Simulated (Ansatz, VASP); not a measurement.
Ru: VASP beside Ansatz

File INCAR:

```
SYSTEM = Ru
PREC = Accurate ; ENCUT = 520
EDIFF = 1E-6 ; ISMEAR = 1
SIGMA = 0.1 ; LREAL = .FALSE.
LASPH = .TRUE. ; NELM = 80
ALGO = Normal ; ISIF = 2
LWAVE = .FALSE. ; LCHARG = .FALSE.
NBANDS = 21
```

Contents of KPOINTS:

```
regular mesh
0
G
  13 13 8
  0 0 0
```

File POSCAR:

```
Ru
1.0
    2.6775346364      0.0000000000      0.0000000000
   -1.3387673182      2.3188130146      0.0000000000
    0.0000000000      0.0000000000      4.2181251212
Ru
2
Direct
    0.3333333333      0.6666666667      0.2500000000
    0.6666666667      0.3333333333      0.7500000000
```

Input for Ansatz:

```yaml
crystal:
  lattice:
    - [2.6775346364, 0.0, 0.0]
    - [-1.3387673182, 2.3188130146, 0.0]
    - [0.0, 0.0, 4.2181251212]
  atoms:
    - { symbol: Ru, position: [0.3333333333, 0.6666666667, 0.25] }
    - { symbol: Ru, position: [0.6666666667, 0.3333333333, 0.75] }
hamiltonian:
  xc: lda
  pseudopotentials:
    kind: paw
    azcp:
      Ru: "pseudopotentials/Ru.paw.azcp"
basis:
  ecutwfc: 420
  fft_grid_basis: typed
kpoints:
  mp_grid: { grid: [13, 13, 8], shift: [0, 0, 0] }
magnetization:
  spin_polarized: false
scf:
  occupations: { method: methfessel_paxton, width: 0.1 }
  lower_state_search: "off"
output:
  stress: true
  write_density: true
  write_potential: true
  elf: true
  volumetric_format: npy
```

Alike in both runs: task single point; functional LDA; k mesh 13 × 13 × 8; occupations methfessel-paxton of order 1, width 0.1 eV; no spin polarisation.

|  | VASP | Ansatz |
| --- | --- | --- |
| version | VASP 6.6.1 | Ansatz 0.2.0 |
| potentials or method | VASP PAW LDA potentials, release 64 (Ru_pv), cutoff 520 eV | plane waves (420 eV) with PAW, scalar-relativistic |
| valence electrons in the cell | 28 | 32 |

```csv
,VASP,Ansatz,Ansatz less VASP
pressure (GPa),0.7,-0.2,-0.97
"traceless stress, the component that is largest in VASP (GPa)",-0.39,-0.45,-0.053
```

Ansatz warns that its potentials were made for another functional, while VASP's fit it. LDA's correlation is that of Perdew and Zunger in VASP and of Perdew and Wang (1992) in Ansatz. VASP's potentials hold 28 valence electrons a cell and Ansatz's 32, so a difference there can come from the potentials and not from the codes.
